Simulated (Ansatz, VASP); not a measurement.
**NaCuP in VASP and in Ansatz**

```
Na Cu P
1.0
     3.86796    0.00000    0.00000
    -1.93398    3.34975    0.00000
     0.00000    0.00000    8.87748
Na Cu P
2 2 2
Cartesian
  0.0000 0.0000 4.4387
  0.0000 0.0000 0.0000
  1.9340 1.1166 2.2194
  0.0000 2.2332 6.6581
  1.9340 1.1166 6.6581
  0.0000 2.2332 2.2194
```

Change from the starting cell: species swapped into the ErCuSn type (P6_3/mmc, No. 194).

Alike in both runs: functional PBE; k mesh 12 × 12 × 4; occupations gaussian, width 0.1 eV; no spin polarisation.

Ansatz relaxed the structure, and its values are those at the end. VASP's run is a single point on that final structure, the one shown.

|  | VASP | Ansatz |
| --- | --- | --- |
| version | VASP 6.6.1 | Ansatz 0.2.0 |
| potentials or method | VASP PAW PBE potentials, release 64 (Na_pv, Cu, P), cutoff 520 eV | scalar-relativistic, plane waves, PAW |
| valence electrons in the cell | 46 | 66 |

Ansatz gave:

* gap on the k mesh at the Fermi level (eV): none
* pressure (GPa): 0.0

Task: Which values does VASP return?

Result: gap on the k mesh at the Fermi level (eV): none; pressure (GPa): 0.2.

A gap of «none» marks a metal or a gap that the smearing closes. VASP's potentials hold 46 valence electrons a cell and Ansatz's 66, so a difference there can come from the potentials and not from the codes.
